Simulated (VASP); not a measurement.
**SiNi2: single point with r2SCAN**

The system is SiNi2.

```
Si Ni
1.0
     3.85522    0.00000    0.00000
    -1.92761    3.33871    0.00000
     0.00000    0.00000    4.89995
Si Ni
2 4
Direct
  0.33333 0.66667 0.75000
  0.66667 0.33333 0.25000
  0.00000 0.00000 0.00000
  0.00000 0.00000 0.50000
  0.33333 0.66667 0.25000
  0.66667 0.33333 0.75000
```

| Quantity | Value |
| --- | --- |
| Program | VASP 6.6.1 |
| Task | single point |
| Functional | r2SCAN |
| Potentials or basis | VASP PAW PBE potentials, release 64 (Si, Ni) |
| Cutoff | 520 eV |
| k mesh | 12 × 12 × 8 |
| Occupations | gaussian, width 0.1 eV |
| Spin | no spin polarisation |

The pressure is 3.3 GPa. The band gap on the k mesh is zero (band 24 reaches 14.66 eV, above the bottom of band 25 at 10.92 eV).

Stress tensor (GPa, compression positive):
```
3.34 0.00 0.00
0.00 3.34 0.00
0.00 0.00 3.23
```

Levels at points of the mesh, in eV from the Fermi level:
| k point | band 22 | band 23 | band 24 | band 25 | band 26 | band 27 |
| --- | --- | --- | --- | --- | --- | --- |
| (0.00, 0.00, 0.00) | -0.67 | 0.11 | 2.88 | 2.88 | 3.00 | 3.00 |
| (0.50, 0.00, 0.00) | -1.30 | -1.11 | -0.73 | -0.62 | 1.41 | 1.94 |
| (0.00, 0.00, 0.50) | -1.34 | 2.57 | 2.57 | 3.50 | 3.50 | 3.50 |
| (0.50, 0.00, 0.50) | -1.35 | -0.97 | -0.97 | 1.01 | 1.01 | 3.22 |

It took 11 min on 1 thread of Intel Xeon 6975P-C, on a shared host, peak memory 0.29 GiB.

Caveat: the PAW data sets were made with another functional, which shifts forces and pressure a little. Spin polarisation is off, so any magnetic state and its effect on volume and gap are missing.
